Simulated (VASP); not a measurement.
A run of VASP 6.6.1:

INCAR

```
SYSTEM = Ir
PREC = Accurate ; ENCUT = 520
EDIFF = 1E-6 ; ISMEAR = 0
SIGMA = 0.15 ; LREAL = .FALSE.
LASPH = .TRUE. ; NELM = 80
ALGO = Fast ; ISIF = 2
LWAVE = .FALSE. ; LCHARG = .FALSE.
GGA = PE ; NBANDS = 16
```

KPOINTS

```
Automatic mesh
0
G
  18 18 12
  0 0 0
```

Contents of POSCAR:

```
Ir
1.0
    2.9714881261      0.0000000000      0.0000000000
   -1.4857440631      2.5733842043      0.0000000000
    0.0000000000      0.0000000000      4.8192732000
Ir
2
Direct
    0.6666666667      0.3333333333      0.7500000000
    0.3333333333      0.6666666667      0.2500000000
```

Potentials or basis: VASP PAW PBE potentials, release 64 (Ir).

Run with:

```console
$ cat potpaw_PBE.64/Ir/POTCAR > POTCAR
$ mpirun -np 1 vasp_std > vasp.out
```

Hardware: 1 thread of Intel(R) Xeon(R) 6975P-C (Granite Rapids), on a shared host.

Problem. How long does it take, and how much memory?

Solution. Run time: 52 s on 1 thread of Intel(R) Xeon(R) 6975P-C (Granite Rapids) (shared host), peak memory 0.25 GiB. Counts: scf iterations 15, k points 259.
